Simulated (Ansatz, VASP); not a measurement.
**Ge in VASP and in Ansatz**

INCAR

```
  PREC = Accurate
  ENCUT = 520
  EDIFF = 1E-7
  ISMEAR = 0
  SIGMA = 0.1
  LREAL = F
  LASPH = T
  NELM = 100
  ALGO = Normal
  ISIF = 2
  LWAVE = F
  LCHARG = F
  GGA = PE
  NBANDS = 96
```

File KPOINTS:

```
regular mesh
0
Gamma
  6 6 2
```

POSCAR

```
Ge
1.0
    5.3840788400      0.0000000000      0.0000000000
   -2.6920394200      4.6627490600      0.0000000000
    0.0000000000      0.0000000000      9.7771287700
Ge
12
Direct
    0.0000000000      0.0000000000      0.5000000000
    0.0000000000      0.0000000000      0.0000000000
    0.3333333300      0.6666666700      0.5000000000
    0.6666666700      0.3333333300      0.0000000000
    0.3374874300      0.3374874300      0.7500000000
    0.0000000000      0.3374874300      0.2500000000
    0.3374874300      0.0000000000      0.2500000000
    0.6625125700      0.0000000000      0.7500000000
    0.0000000000      0.6625125700      0.7500000000
    0.6625125700      0.6625125700      0.2500000000
    0.3333333300      0.6666666700      0.0000000000
    0.6666666700      0.3333333300      0.5000000000
```

Input for Ansatz:

```yaml
crystal:
  lattice:
    - [5.38407884, 0.0, 0.0]
    - [-2.69203942, 4.66274906, 0.0]
    - [0.0, 0.0, 9.77712877]
  atoms:
    - { symbol: Ge, position: [0.0, 0.0, 0.5] }
    - { symbol: Ge, position: [0.0, 0.0, 0.0] }
    - { symbol: Ge, position: [0.33333333, 0.66666667, 0.5] }
    - { symbol: Ge, position: [0.66666667, 0.33333333, 0.0] }
    - { symbol: Ge, position: [0.33748743, 0.33748743, 0.75] }
    - { symbol: Ge, position: [0.0, 0.33748743, 0.25] }
    - { symbol: Ge, position: [0.33748743, 0.0, 0.25] }
    - { symbol: Ge, position: [0.66251257, 0.0, 0.75] }
    - { symbol: Ge, position: [0.0, 0.66251257, 0.75] }
    - { symbol: Ge, position: [0.66251257, 0.66251257, 0.25] }
    - { symbol: Ge, position: [0.33333333, 0.66666667, 0.0] }
    - { symbol: Ge, position: [0.66666667, 0.33333333, 0.5] }
basis:
  ecutwfc: 420
kpoints:
  mp_grid: { grid: [6, 6, 2] }
hamiltonian:
  xc: pbe
scf:
  occupations: { method: gaussian, width: 0.1 }
  lower_state_search: "off"
output:
  forces: true
  stress: true
  eigenvalues: true
```

Alike in both runs: task single point; functional PBE; k mesh 6 × 6 × 2; occupations gaussian, width 0.1 eV; no spin polarisation.

|  | VASP | Ansatz |
| --- | --- | --- |
| version | VASP 6.6.1 | Ansatz 0.2.0 |
| potentials or method | VASP PAW PBE potentials, release 64 (Ge_d), cutoff 520 eV | scalar-relativistic, plane waves, PAW |
| valence electrons in the cell | 168 | 168 |

Ansatz gave:

| Item | Value |
| --- | --- |
| gap on the k mesh at the Fermi level (eV) | none |
| pressure (GPa) | -2.9 |
| traceless stress, the component that is largest in VASP (GPa) | 0.77 |
| rms of the force components (eV/Å) | 0.006 |

Task: Estimate VASP's values.

Result: gap on the k mesh at the Fermi level (eV): none; pressure (GPa): -2.9; traceless stress, the component that is largest in VASP (GPa): 0.78; rms of the force components (eV/Å): 0.006.

Atom by atom the forces differ by 0.000 eV/Å (rms over components). A gap of «none» marks a metal or a gap that the smearing closes.
